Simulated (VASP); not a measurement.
Wanted: the native input for a VASP 6.6.1 run.

* Task: single point
* Functional: PBE
* Potentials or basis: VASP PAW PBE potentials, release 64 (Cd)
* Cutoff: 520 eV
* k mesh: 12 × 12 × 4
* Occupations: gaussian, width 0.1 eV
* Spin: no spin polarisation
* Dipole correction: no
* Further INCAR settings: ALGO = Normal; EDIFF = 1e-06; NBANDS = 19

The structure of Cd lies in POSCAR:

```
Cd
1.0
    3.0225195966      0.0000000000      0.0000000000
   -1.5112597983      2.6175787541      0.0000000000
    0.0000000000      0.0000000000      5.7718564842
Cd
2
Direct
    0.3333333333      0.6666666667      0.2500000000
    0.6666666667      0.3333333333      0.7500000000
```

One way to write it, as run:

INCAR

```
SYSTEM = Cd
ALGO     = Normal         ! electronic algorithm
EDIFF    = 1E-6           ! SCF threshold, eV
ENCUT    = 520            ! plane-wave cutoff, eV
GGA      = PE             ! functional
ISIF     = 2              ! what is computed and relaxed
ISMEAR   = 0              ! smearing method
LASPH    = .True.         ! aspherical terms in the spheres
LCHARG   = .True.         ! write CHGCAR
LELF     = .True.         ! ELF
LREAL    = .False.        ! projectors in reciprocal space
LVHAR    = .True.       
LWAVE    = .False.        ! write WAVECAR
NBANDS   = 19             ! bands
NELM     = 100            ! most SCF steps
PREC     = Accurate       ! precision mode
SIGMA    = 0.1            ! smearing width, eV
```

KPOINTS

```
k-points
0
Gamma
  12 12 4
  0 0 0
```

Potentials or basis: VASP PAW PBE potentials, release 64 (Cd).

The run is started by

```bash
$ cat potpaw_PBE.64/Cd/POTCAR > POTCAR
$ mpirun -np 1 vasp_std > vasp.out
```

Results of the run:

```
Pressure               : 0.3 GPa
Band gap on the k mesh : zero (band 12 reaches 3.68 eV, above the bottom of band 13 at -0.24 eV)
```

It took 12 s on 1 thread of Intel(R) Xeon(R) 6975P-C (Granite Rapids) (shared host), peak memory 0.18 GiB.
